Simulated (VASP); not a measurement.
Crystal: F.

```
CELL_PARAMETERS angstrom
0.00000 2.07053 2.07053
2.07053 0.00000 2.07053
2.07053 2.07053 0.00000
ATOMIC_POSITIONS crystal
F 0.87500 0.87500 0.87500
F 0.12500 0.12500 0.12500
```

Base run:

- Program: VASP 6.6.1
- Functional: LDA
- Potentials or basis: VASP PAW LDA potentials, release 64 (F)
- Cutoff: 520 eV
- k mesh: 14 × 14 × 14
- Occupations: tetrahedron
- Spin: no spin polarisation

Its results: band gap on the k mesh zero (bands 7 and 8 overlap by 2.24 eV); pressure 51.0 GPa.

The run is repeated on the same cell with these changes: occupations from tetrahedron to fermi-dirac, width 0.1 eV. What comes out?

Band gap on the k mesh zero (bands 7 and 8 overlap by 2.24 eV); pressure 51.5 GPa.

Caveats: the cell stands under pressure.
